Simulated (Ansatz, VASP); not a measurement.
One calculation of TiAl, two programs

File POSCAR:

```
TiAl
1.0
    3.2664860147      0.0000000000      0.0000000000
    0.0000000000      3.2664860147      0.0000000000
    0.0000000000      0.0000000000      3.0762052759
Ti Al
1 1
Direct
    0.0000000000      0.0000000000      0.0000000000
    0.5000000000      0.5000000000      0.5000000000
```

Contents of INCAR.step1:

```
PREC     = Accurate       # precision mode
ENCUT    = 520            # plane-wave cutoff, eV
ISMEAR   = 0              # smearing method
SIGMA    = 0.15           # smearing width, eV
LREAL    = F              # projectors in reciprocal space
LASPH    = T              # aspherical terms in the spheres
NELM     = 100            # most SCF steps
NBANDS   = 14             # bands
GGA      = PE             # functional
ALGO     = Normal         # electronic algorithm
EDIFF    = 1E-4           # SCF threshold, eV
LWAVE    = T              # write WAVECAR
LCHARG   = F              # write CHGCAR
```

The input INCAR.step2:

```
PREC     = Accurate       # precision mode
ENCUT    = 520            # plane-wave cutoff, eV
EDIFF    = 1E-6           # SCF threshold, eV
ISMEAR   = 0              # smearing method
SIGMA    = 0.15           # smearing width, eV
LREAL    = F              # projectors in reciprocal space
LASPH    = T              # aspherical terms in the spheres
NELM     = 100            # most SCF steps
ALGO     = Normal         # electronic algorithm
ISIF     = 2              # what is computed and relaxed
LWAVE    = F              # write WAVECAR
LCHARG   = T              # write CHGCAR
METAGGA  = R2SCAN         # meta-GGA
LMIXTAU  = T            
LELF     = T              # ELF
LVHAR    = T            
NBANDS   = 14             # bands
ISTART   = 1
```

The input KPOINTS:

```
regular mesh
0
Gamma
  20 20 20
```

Input for Ansatz:

```yaml
crystal:
  lattice:
    - [3.2664860147, 0.0, 0.0]
    - [0.0, 3.2664860147, 0.0]
    - [0.0, 0.0, 3.0762052759]
  atoms:
    - { symbol: Ti, position: [0.0, 0.0, 0.0] }
    - { symbol: Al, position: [0.5, 0.5, 0.5] }
basis:
  ecutwfc: 500
kpoints:
  mp_grid: { grid: [20, 20, 20] }
hamiltonian:
  xc: r2scan
scf:
  occupations: { method: gaussian, width: 0.15 }
output:
  forces: true
  stress: true
  eigenvalues: true
  write_density: true
  write_potential: true
  elf: true
  volumetric_format: npy
```

Change from the starting cell: strain +0.030 along x and y, -0.030 along z, atoms carried along.

Alike in both runs: task single point; functional r2SCAN; k mesh 20 × 20 × 20; occupations gaussian, width 0.15 eV; no spin polarisation.

|  | VASP | Ansatz |
| --- | --- | --- |
| version | VASP 6.6.1 | Ansatz 0.2.0 |
| potentials or method | VASP PAW PBE potentials, release 64 (Ti_sv, Al), cutoff 520 eV | scalar-relativistic, plane waves, PAW |
| valence electrons in the cell | 15 | 15 |

Ansatz gave:

| Property | Result |
| --- | --- |
| gap on the k mesh at the Fermi level (eV) | none |
| pressure (GPa) | -3.0 |
| traceless stress, the component that is largest in VASP (GPa) | -0.53 |

Estimate VASP's values.

gap on the k mesh at the Fermi level (eV): none; pressure (GPa): -3.0; traceless stress, the component that is largest in VASP (GPa): -0.55.

VASP's potentials were made for PBE, not for r2SCAN. A gap of «none» marks a metal or a gap that the smearing closes. The functional is the same, so the differences come from potentials, cutoffs and numerics.
